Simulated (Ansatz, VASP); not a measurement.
## La2Ga4Cu in VASP and in Ansatz

```xyz
7
Lattice="0.0000 4.5890 0.0000 4.5890 0.0000 0.0000 2.2945 2.2945 -8.2003" Properties=species:S:1:pos:R:3 pbc="T T T"
La    2.2945    2.2945   -2.1172
La    4.5890    4.5890   -6.0831
Cu    0.0000    0.0000    0.0000
Ga    0.0000    2.2945    0.0000
Ga    2.2945    0.0000    0.0000
Ga    2.2945    4.5890   -4.1001
Ga    4.5890    2.2945   -4.1001
```

Alike in both runs: functional PBEsol; k mesh 4 × 4 × 4; no spin polarisation.

Ansatz relaxed the structure, and its values are those at the end. VASP's run is a single point on that final structure, the one shown.

```csv
,VASP,Ansatz
version,VASP 6.6.1,Ansatz 0.2.0
potentials or method,"VASP PAW PBE potentials, release 64 (La, Cu, Ga_d), cutoff 520 eV",PAW plane waves
occupations,"fermi-dirac, width 0.1 eV",fermi-dirac
valence electrons in the cell,85,93
```

```tsv
	VASP	Ansatz	Ansatz less VASP
gap on the k mesh at the Fermi level (eV)	none	none	-
pressure (GPa)	0.0	0.0	-0.07
```

VASP's potentials were made for PBE, not for PBEsol. A gap of «none» marks a metal or a gap that the smearing closes. VASP's potentials hold 85 valence electrons a cell and Ansatz's 93, so a difference there can come from the potentials and not from the codes.

Spin-orbit coupling is off throughout.
